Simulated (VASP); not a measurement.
A run of VASP 6.6.1:

File POSCAR:

```
Sn
1.0
    0.0000000000      3.2844597810      3.2844597810
    3.2844597810      0.0000000000      3.2844597810
    3.2844597810      3.2844597810      0.0000000000
Sn
2
Direct
    0.0000000000      0.0000000000      0.0000000000
    0.2500000000      0.2500000000      0.2500000000
```

INCAR.step1

```
SYSTEM = Sn
ALGO = Normal
EDIFF = 1E-5
ENCUT = 520
GGA = PE
ISIF = 2
ISMEAR = -1
LASPH = .True.
LCHARG = .False.
LREAL = .False.
LWAVE = .True.
NBANDS = 21
NELM = 60
PREC = Accurate
SIGMA = 0.02
```

Contents of INCAR.step2:

```
SYSTEM = Sn
ALGO = Normal
EDIFF = 1E-6
ENCUT = 520
GGA = PE
HFSCREEN = 0.2079
ISIF = 2
ISMEAR = -1
ISTART = 1
LASPH = .True.
LCHARG = .False.
LHFCALC = .True.
LREAL = .False.
LWAVE = .False.
NBANDS = 21
NELM = 60
PREC = Accurate
PRECFOCK = Normal
SIGMA = 0.02
```

File KPOINTS:

```
k-points
0
Gamma
  4 4 4
  0 0 0
```

Potentials or basis: VASP PAW PBE potentials, release 64 (Sn_d).

The run is started by

```bash
$ cat potpaw_PBE.64/Sn_d/POTCAR > POTCAR
$ cp INCAR.step1 INCAR
$ mpirun -np 1 vasp_std > vasp.out
$ cp INCAR.step2 INCAR
$ mpirun -np 1 vasp_std > vasp.out
```

Hardware: 1 thread of AMD EPYC 9R45 96-Core Processor (Zen 5), with other jobs on the host.

Estimate the wall time of this run.

It took 21 min on 1 thread of AMD EPYC 9R45 96-Core Processor (Zen 5) (shared host), peak memory 0.28 GiB. Counts: k points 8.
